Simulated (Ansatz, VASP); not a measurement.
## WSe in VASP and in Ansatz

```
W Se
1.0
     0.00000    2.87100    2.87100
     2.87100    0.00000    2.87100
     2.87100    2.87100    0.00000
W Se
1 1
Cartesian
  0.0000 0.0000 0.0000
  2.8710 2.8710 2.8710
```

Alike in both runs: task relaxation of cell and atoms; functional PBE; k mesh 12 × 12 × 12; occupations gaussian, width 0.1 eV; collinear spin; Hubbard terms W d U = 6.2 eV.

|  | VASP | Ansatz |
| --- | --- | --- |
| version | VASP 6.6.1 | Ansatz 0.2.0 |
| potentials or method | VASP PAW PBE potentials, release 64 (W_sv, Se), cutoff 600 eV | scalar-relativistic, plane waves, PAW |
| valence electrons in the cell | 20 | 30 |

VASP gave:

* gap on the k mesh at the Fermi level, each at its own relaxed structure (eV): none
* net moment per atom (μB): 1.93
* size of the moment on the site where the two differ most (μB): 0.06
* relaxed volume (Å³/atom): 22.66
* relaxed cell length with the largest relative difference (Å): 4.002

Problem. What did Ansatz give for the same quantities?

Solution. gap on the k mesh at the Fermi level, each at its own relaxed structure (eV): none; net moment per atom (μB): 2.00; size of the moment on the site where the two differ most (μB): 0.24; relaxed volume (Å³/atom): 23.66; relaxed cell length with the largest relative difference (Å): 4.060.

Site moments also hang on the region over which each program counts them. The programs project onto different local orbitals, so the same U acts differently, and such runs can settle in different states. A gap of «none» marks a metal or a gap that the smearing closes. VASP's potentials hold 20 valence electrons a cell and Ansatz's 30, so a difference there can come from the potentials and not from the codes. Ansatz's warnings: filled band counts differ across k points.

Neither program's run includes spin-orbit coupling.
